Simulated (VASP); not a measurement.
# H2C18O in VASP: further runs

H2C18O is run at these levels: PBE; tasks: single point.

Program: VASP 6.6.1. These are calculated values, not measurements. Logs are shortened: lines on timing, memory, paths and dates and some standing lists are left out, and cuts for length are marked.

## 1. The cell of the first run

The cell holds a slab with vacuum, 21 atoms: a = 7.398 Å, b = 7.398 Å, c = 11.000 Å, α = 90.00°, β = 90.00°, γ = 120.00°.

## 2. Single point, PBE

INCAR

```
PREC = Accurate
ENCUT = 520
EDIFF = 1E-6
ISMEAR = 0
SIGMA = 0.05
LREAL = Auto
LASPH = T
NELM = 100
ALGO = Normal
ISIF = 2
LWAVE = F
LCHARG = T
GGA = PE
LELF = T
LVHAR = T
NBANDS = 56
```

KPOINTS

```
regular mesh
0
Gamma
  2 2 1
```

POSCAR

```
H2C18O
1.0
    7.3980000000      0.0000000000      0.0000000000
   -3.6990000000      6.4068560000      0.0000000000
    0.0000000000      0.0000000000     11.0000000000
C O H
18 1 2
Direct
    0.0116591688      0.0015992243      0.0653600000
    0.2319766855      0.1118536143      0.0652590909
    0.0094271402      0.3345779896      0.0653836364
    0.2343054569      0.4469507353      0.0652509091
    0.0110776045      0.6700824866      0.0652640909
    0.2324796592      0.7807543981      0.0652875455
    0.3426045596      0.0010796247      0.0652731818
    0.5674550829      0.1135227637      0.0653233636
    0.3443951953      0.3367344295      0.0652233636
    0.5657866144      0.4474523854      0.0652376364
    0.3449042928      0.6683235896      0.0652723636
    0.5652201681      0.7784273597      0.0653398182
    0.6775895485      0.0032810165      0.0654651818
    0.8991635250      0.1140626541      0.0655408182
    0.6782390326      0.3350398386      0.0652487273
    0.8986280461      0.4452698796      0.0652696364
    0.6759852763      0.6677618476      0.0652906364
    0.9008646658      0.7801818864      0.0652938182
    0.9715609633      0.2420062196      0.3950095455
    0.8717691147      0.2701613709      0.4354587273
    0.9170166525      0.2030506070      0.3130388182
```

Potentials or basis: VASP PAW PBE potentials, release 64 (C, O, H).

Command:

```
$ cat potpaw_PBE.64/C/POTCAR potpaw_PBE.64/O/POTCAR potpaw_PBE.64/H/POTCAR > POTCAR
$ mpirun -np 1 vasp_std > vasp.out
```

OUTCAR:

```text
PREC = Accurate
   ENCUT = 520
   EDIFF = 1E-6
   ISMEAR = 0
   LREAL = Auto
   LASPH = T
   NELM = 100
   ISIF = 2
   GGA = PE

 ion  position               nearest neighbor table
   1  0.012  0.002  0.065-   2 1.41  18 1.42  14 1.44
   2  0.232  0.112  0.065-   1 1.41   7 1.42   9 1.44
   3  0.009  0.335  0.065-  14 1.41  16 1.42   4 1.44
   4  0.234  0.447  0.065-   9 1.41  11 1.42   3 1.44
   5  0.011  0.670  0.065-  18 1.41   6 1.42  16 1.44
   6  0.232  0.781  0.065-   7 1.41   5 1.42  11 1.44
[... 10 lines left out ...]
  17  0.676  0.668  0.065-  10 1.41  12 1.42  18 1.44
  18  0.901  0.780  0.065-   5 1.41   1 1.42  17 1.44
  19  0.972  0.242  0.395-  20 0.97  21 0.97
  20  0.872  0.270  0.435-  19 0.97
  21  0.917  0.203  0.313-  19 0.97

  LATTYP: Found a hexagonal cell.
 ALAT       =     7.3980000000
 C/A-ratio  =     1.4868883482

  Lattice vectors:

 A1 = (   7.3980000000,   0.0000000000,   0.0000000000)
 A2 = (  -3.6990000000,   6.4068560000,   0.0000000000)
 A3 = (   0.0000000000,   0.0000000000,  11.0000000000)

Analysis of symmetry for initial positions (statically):
=====================================================================
 Subroutine PRICEL returns:
 Original cell was already a primitive cell.

 Routine SETGRP: Setting up the symmetry group for a
 hexagonal supercell.

 Subroutine GETGRP returns: Found  1 space group operations
 (whereof  1 operations were pure point group operations)
 out of a pool of 24 trial point group operations.

The static configuration has the point symmetry C_1 .

Analysis of symmetry for dynamics (positions and initial velocities):
=====================================================================
 Subroutine PRICEL returns:
 Original cell was already a primitive cell.

 Routine SETGRP: Setting up the symmetry group for a
 hexagonal supercell.

 Subroutine GETGRP returns: Found  1 space group operations
 (whereof  1 operations were pure point group operations)
 out of a pool of 24 trial point group operations.

The dynamic configuration has the point symmetry C_1 .

 Subroutine INISYM returns: Found  1 space group operations
 (whereof  1 operations are pure point group operations),
 and found     1 'primitive' translations

----------------------------------------------------------------------------------------

                                     Primitive cell

  volume of cell :     521.3771

  direct lattice vectors                    reciprocal lattice vectors
     7.398000000  0.000000000  0.000000000     0.135171668  0.078041398  0.000000000
    -3.699000000  6.406856000  0.000000000     0.000000000  0.156082796  0.000000000
     0.000000000  0.000000000 11.000000000     0.000000000  0.000000000  0.090909091

  length of vectors
     7.398000000  7.398000054 11.000000000     0.156082797  0.156082796  0.090909091

  position of ions in fractional coordinates (direct lattice)
     0.011659169  0.001599224  0.065360000
     0.231976686  0.111853614  0.065259091
     0.009427140  0.334577990  0.065383636
     0.234305457  0.446950735  0.065250909
     0.011077605  0.670082487  0.065264091
     0.232479659  0.780754398  0.065287545
[... 13 lines left out ...]
     0.871769115  0.270161371  0.435458727
     0.917016653  0.203050607  0.313038818

  ion indices of the primitive-cell ions
   primitive index   ion index
                 1           1
                 2           2
                 3           3
                 4           4
                 5           5
                 6           6
[... 13 lines left out ...]
                20          20
                21          21

----------------------------------------------------------------------------------------

 KPOINTS: regular mesh

Automatic generation of k-mesh.
 Grid dimensions read from file:
 generate k-points for:    2    2    1

 Generating k-lattice:

  Cartesian coordinates                     Fractional coordinates (reciprocal lattice)
     0.067585834  0.039020699  0.000000000     0.500000000 -0.000000000  0.000000000
     0.000000000  0.078041398  0.000000000     0.000000000  0.500000000  0.000000000
     0.000000000  0.000000000  0.090909091     0.000000000  0.000000000  1.000000000

  Length of vectors
     0.078041399  0.078041398  0.090909091

  Shift w.r.t. Gamma in fractional coordinates (k-lattice)
     0.000000000  0.000000000  0.000000000

 Subroutine IBZKPT returns following result:
 ===========================================

 Found      4 irreducible k-points:

 Following reciprocal coordinates:
            Coordinates               Weight
  0.000000  0.000000  0.000000      1.000000
  0.500000 -0.000000  0.000000      1.000000
  0.000000  0.500000  0.000000      1.000000
  0.500000  0.500000  0.000000      1.000000
   k-points           NKPTS =      4   k-points in BZ     NKDIM =      4   number of bands    NBANDS=     56
   number of dos      NEDOS =    301   number of ions     NIONS =     21
   total plane-waves  NPLWV = 263424
   dimension x,y,z NGX =    56 NGY =   56 NGZ =   84
   dimension x,y,z NGXF=   112 NGYF=  112 NGZF=  168
   ions per type =              18   1   2
   NGX,Y,Z   is equivalent  to a cutoff of  12.58, 12.58, 12.70 a.u.
   NGXF,Y,Z  is equivalent  to a cutoff of  25.17, 25.17, 25.39 a.u.
 SYSTEM =  unknown system
   PREC   = accura    normal or accurate (medium, high low for compatibility)
   ISTART =      0    job   : 0-new  1-cont  2-samecut
   ICHARG =      2    charge: 1-file 2-atom 10-const
   ISPIN  =      1    spin polarized calculation?
   LNONCOLLINEAR =      F non collinear calculations
   LSORBIT =      F    spin-orbit coupling
   LASPH  =      T    aspherical Exc in radial PAW
   ENCUT  =  520.0 eV  38.22 Ry    6.18 a.u.  13.76 13.76 20.45*2*pi/ulx,y,z
   NELM   =    100;   NELMIN=  2; NELMDL= -5     # of ELM steps
   EDIFF  = 0.1E-05   stopping-criterion for ELM
   LREAL  =      T    real-space projection
   EDIFFG = 0.1E-04   stopping-criterion for IOM
   NSW    =      0    number of steps for IOM
   IBRION =     -1    ionic relax: 0-MD 1-quasi-New 2-CG
   NFREE  =      0    steps in history (QN), initial steepest desc. (CG)
   ISIF   =      2    stress and relaxation
   ISYM   =      2    0-nonsym 1-usesym 2-fastsym
   POTIM  = 0.5000    time-step for ionic-motion
   TEBEG  =    0.0;   TEEND  =   0.0 temperature during run
   PSTRESS=    0.0 pullay stress
   NELECT =      80.0000    total number of electrons
   NUPDOWN=      -1.0000    fix difference up-down
   EMIN   =  10.00;   EMAX   =-10.00  energy-range for DOS
   EFERMI =   0.00;   METHOD = LEGACY
   ISMEAR =     0;   SIGMA  =   0.05  broadening in eV -4-tet -1-fermi 0-gaus
   EFERMI_NEDOS =   21; number of points for ismear=-14 and -15
   IALGO  =     38    algorithm
   IMIX   =      4    mixing-type and parameters
     AMIX     =   0.40;   BMIX     =  1.00
     AMIX_MAG =   1.60;   BMIX_MAG =  1.00
  volume/ion in A,a.u.               =      24.83       167.54
  Fermi-wavevector in a.u.,A,eV,Ry     =   0.876437  1.656226 10.451210  0.768142
  Thomas-Fermi vector in A             =   1.996247
   LORBIT       =      0    0 simple, 1 ext, 2 COOP (PROOUT), +10 PAW based schemes
   GGA     = PE    functional components
   LHFCALC =     F    Hartree Fock is set to
   AEXX    =    0.0000 exact exchange contribution
   IVDW    =     0    specifies the selected vdW correction
   LEPSILON=     F    determine dielectric tensor
   LRPA    =     F    only Hartree local field effects (RPA)
 non-spin polarized calculation
 Gauss-broadening in eV      SIGMA  =   0.05
  energy-cutoff  :      520.00
  volume of cell :      521.38
 maximum number of plane-waves:     14099
 NGX is ok and might be reduce to    56
   NGX = 27   NGY = 27   NGZ = 41

 number of electron      79.9999995 magnetization

 Free energy of the ion-electron system (eV)
  ---------------------------------------------------
  ext. energy  EPLUGINS =         0.00000000
  ---------------------------------------------------
  free energy    TOTEN  =      -179.88233519 eV

  energy without entropy =     -179.88212843  energy(sigma->0) =     -179.88223181

 E-fermi :  -1.4899     XC(G=0):  -4.4861

 val. band max:       -1.5967396263   @ k =   0.0000   0.0000   0.0000
 cond. band min:      -1.3818545425   @ k =   0.0000   0.0000   0.0000
 fundamental gap:      0.2148850838
 Fermi energy:        -1.4898950765

 k-point     1 :       0.0000    0.0000    0.0000
  band No.  band energies     occupation
      1     -22.2975      2.00000
      2     -21.0135      2.00000
      3     -18.5252      2.00000
      4     -18.5025      2.00000
      5     -18.4074      2.00000
      6     -18.4027      2.00000
[... 44 lines left out ...]
     51       3.5703      0.00000
     52       4.4919      0.00000

 k-point     2 :       0.5000   -0.0000    0.0000
  band No.  band energies     occupation
      1     -22.2975      2.00000
      2     -20.3676      2.00000
      3     -20.3516      2.00000
      4     -19.1122      2.00000
      5     -19.0216      2.00000
      6     -16.6240      2.00000
[... 44 lines left out ...]
     51       4.1809      0.00000
     52       4.4065      0.00000

 k-point     3 :       0.0000    0.5000    0.0000
  band No.  band energies     occupation
      1     -22.2975      2.00000
      2     -20.3671      2.00000
      3     -20.3522      2.00000
      4     -19.1111      2.00000
      5     -19.0227      2.00000
      6     -16.6226      2.00000
[... 44 lines left out ...]
     51       4.2020      0.00000
     52       4.4256      0.00000

 k-point     4 :       0.5000    0.5000    0.0000
  band No.  band energies     occupation
      1     -22.2975      2.00000
      2     -20.3660      2.00000
      3     -20.3532      2.00000
      4     -19.1128      2.00000
      5     -19.0208      2.00000
      6     -16.6245      2.00000
[... 44 lines left out ...]
     51       4.2900      0.00000
     52       4.3800      0.00000
 [bands above 52 left out]

------------------------ aborting loop because EDIFF is reached ----------------------------------------

  FORCE on cell =-STRESS in cart. coord.  units (eV):
  Direction    XX          YY          ZZ          XY          YZ          ZX
  --------------------------------------------------------------------------------------
  -------------------------------------------------------------------------------------
  Total        1.6248331      1.5826972      0.0282952     -0.0139406      0.0349694     -0.0438935
  in kB        4.9930667      4.8635843      0.0869503     -0.0428390      0.1074599     -0.1348834
  external PRESSURE =       3.3145338 kB  Pullay stress =       0.0000000 kB

 VOLUME and BASIS-vectors are now :
 -----------------------------------------------------------------------------
  energy-cutoff  :      520.00
  volume of cell :      521.38
      direct lattice vectors                 reciprocal lattice vectors
     7.398000000  0.000000000  0.000000000     0.135171668  0.078041398  0.000000000
    -3.699000000  6.406856000  0.000000000     0.000000000  0.156082796  0.000000000
     0.000000000  0.000000000 11.000000000     0.000000000  0.000000000  0.090909091

 POSITION                                       TOTAL-FORCE (eV/Angst)
 -----------------------------------------------------------------------------------
      0.08034      0.01025      0.71896        -0.010680     -0.000525      0.000117
      1.30242      0.71663      0.71785        -0.002057     -0.000053     -0.000003
     -1.16786      2.14359      0.71922         0.006744     -0.003246     -0.001980
      0.08012      2.86355      0.71776         0.003462     -0.009560     -0.000913
     -2.39668      4.29312      0.71790        -0.006298     -0.001468      0.001304
     -1.16813      5.00218      0.71816        -0.005645      0.001176     -0.001269
[... 13 lines left out ...]
      5.45002      1.73089      4.79005        -0.089925      0.030318      0.092693
      6.03300      1.30092      3.44343         0.009130     -0.030979     -0.118427
 -----------------------------------------------------------------------------------
    total drift:                                0.003272      0.007042      0.001690

  FREE ENERGIE OF THE ION-ELECTRON SYSTEM (eV)
  ---------------------------------------------------
  free  energy   TOTEN  =      -179.8823351937 eV

  energy  without entropy=     -179.8821284253  energy(sigma->0) =     -179.88223181
```

It took 2.9 min on 1 thread of Intel Xeon 6975P-C (Granite Rapids), shared host; peak memory 0.59 GiB.

Results:

| Property | Result |
| --- | --- |
| Free energy | -179.8823 eV |
| Largest force | 0.133 eV/Å |
| Band gap on the k mesh | 0.21 eV, direct |

Forces in eV/Å, atoms in the order of the input:
```
C   -0.011 -0.001  0.000
C   -0.002  0.000  0.000
C    0.007 -0.003 -0.002
C    0.003 -0.010 -0.001
C   -0.006 -0.001  0.001
C   -0.006  0.001 -0.001
C   -0.003 -0.005  0.002
C   -0.005  0.005  0.001
C   -0.001 -0.001 -0.002
C    0.003 -0.003  0.000
C   -0.001  0.007  0.000
C   -0.001  0.000  0.000
C    0.008 -0.009  0.001
C    0.015  0.001  0.000
C   -0.001  0.009  0.001
C    0.001  0.008 -0.001
C    0.008  0.010  0.000
C   -0.008 -0.008  0.002
O    0.081  0.000  0.023
H   -0.090  0.030  0.093
H    0.009 -0.031 -0.118
```

Caveat: the k points lie up to 0.49 Å⁻¹ apart.

[end of part 1 of 4]
